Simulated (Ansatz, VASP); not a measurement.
CsSrF3 in VASP and in Ansatz

INCAR

```
PREC = Accurate ; ENCUT = 520
EDIFF = 1E-6 ; ISMEAR = 0
SIGMA = 0.05 ; LREAL = False
LASPH = True ; NELM = 100
ALGO = Normal ; ISIF = 2
LWAVE = False ; LCHARG = False
GGA = CA ; NBANDS = 28
```

Contents of KPOINTS:

```
regular mesh
0
Gamma
  6 6 6
```

POSCAR

```
CsSrF3
1.0
    4.5657260690      0.0495769492     -0.1911906052
    0.0495769492      4.8165489049     -0.1127361157
   -0.1911906052     -0.1127361157      4.7122476513
Cs Sr F
1 1 3
Direct
   -0.0039782675      0.0599443831      0.0052809521
    0.5013856005      0.4689616739      0.5064286563
    0.0038658531      0.4921194687      0.5233447309
    0.5042020512      0.0043516683      0.4885659191
    0.4945247628      0.4746228059     -0.0236202585
```

Input for Ansatz:

```yaml
crystal:
  lattice:
    - [4.565726069, 0.0495769492, -0.1911906052]
    - [0.0495769492, 4.8165489049, -0.1127361157]
    - [-0.1911906052, -0.1127361157, 4.7122476513]
  atoms:
    - { symbol: Cs, position: [-0.0039782675, 0.0599443831, 0.0052809521] }
    - { symbol: Sr, position: [0.5013856005, 0.4689616739, 0.5064286563] }
    - { symbol: F, position: [0.0038658531, 0.4921194687, 0.5233447309] }
    - { symbol: F, position: [0.5042020512, 0.0043516683, 0.4885659191] }
    - { symbol: F, position: [0.4945247628, 0.4746228059, -0.0236202585] }
basis:
  ecutwfc: 420
kpoints:
  mp_grid: { grid: [6, 6, 6] }
hamiltonian:
  xc: lda
scf:
  occupations: { method: gaussian, width: 0.05 }
output:
  forces: true
  stress: true
  eigenvalues: true
```

Change from the starting cell: all atoms moved at random, sigma 0.1 Å a component, cell strained at random, sigma 0.03.

Alike in both runs: task single point; functional LDA; k mesh 6 × 6 × 6; occupations gaussian, width 0.05 eV; no spin polarisation.

|  | VASP | Ansatz |
| --- | --- | --- |
| version | VASP 6.6.1 | Ansatz 0.2.0 |
| potentials or method | VASP PAW LDA potentials, release 64 (Cs_sv, Sr_sv, F), cutoff 520 eV | scalar-relativistic, plane waves, PAW |
| valence electrons in the cell | 40 | 40 |

Ansatz gave:

| Quantity | Value |
| --- | --- |
| gap on the k mesh at the Fermi level (eV) | 6.13 |
| least direct gap on the mesh (eV) | 6.15 |
| pressure (GPa) | 0.3 |
| traceless stress, the component that is largest in VASP (GPa) | 1.62 |
| rms of the force components (eV/Å) | 0.562 |

Q: Which values does VASP return?

A: gap on the k mesh at the Fermi level (eV): 6.10; least direct gap on the mesh (eV): 6.12; pressure (GPa): 0.7; traceless stress, the component that is largest in VASP (GPa): 1.70; rms of the force components (eV/Å): 0.604.

LDA's correlation is that of Perdew and Zunger in VASP and of Perdew and Wang (1992) in Ansatz. Atom by atom the forces differ by 0.044 eV/Å (rms over components).

Spin-orbit coupling is off throughout.
